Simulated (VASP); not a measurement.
Here is a VASP 6.6.1 calculation.

Contents of INCAR:

```
PREC     = Accurate       # precision mode
ENCUT    = 600            # plane-wave cutoff, eV
EDIFF    = 1E-7           # SCF threshold, eV
ISMEAR   = -1             # smearing method
SIGMA    = 0.05           # smearing width, eV
LREAL    = False          # projectors in reciprocal space
LASPH    = True           # aspherical terms in the spheres
NELM     = 60             # most SCF steps
ALGO     = Normal         # electronic algorithm
ISIF     = 3              # what is computed and relaxed
LWAVE    = False          # write WAVECAR
LCHARG   = False          # write CHGCAR
GGA      = RP             # functional
IVDW     = 12             # dispersion correction
IBRION   = 2              # ionic algorithm
NSW      = 60             # ionic steps
EDIFFG   = -0.01          # ionic threshold
```

File KPOINTS:

```
regular mesh
0
Gamma
  12 12 12
```

File POSCAR:

```
Zn
1.0
    0.0000000000      1.9647760000      1.9647760000
    1.9647760000      0.0000000000      1.9647760000
    1.9647760000      1.9647760000      0.0000000000
Zn
1
Direct
    0.0000000000      0.0000000000      0.0000000000
```

Potentials or basis: VASP PAW PBE potentials, release 64 (Zn).

Run with:

```console
$ cat potpaw_PBE.64/Zn/POTCAR > POTCAR
$ mpirun -np 1 vasp_std > vasp.out
```

What does it give for the dispersion energy per atom?

-2.464 eV.

Estimate the relaxed cell.

a = 2.576 Å, b = 2.576 Å, c = 2.576 Å, α = 60.00°, β = 60.00°, γ = 60.00°.

Estimate the space group after relaxing (to 0.05 Å).

Fm-3m (No. 225).

The path:
```tsv
step	energy change (eV)	largest force (eV/Å)	pressure (GPa)	volume (Å³)
1	0.0000	0.0000	-20.90	15.17
2	-0.2179	0.0000	13.92	11.23
3	-0.2529	0.0000	0.08	12.08
```

Caveat: the volume moved by over 15 % at a fixed basis, so the end points are rough; the PAW data sets were made with another functional, which shifts forces and pressure a little; pairwise dispersion overbinds metals, which lowers pressure and volume.
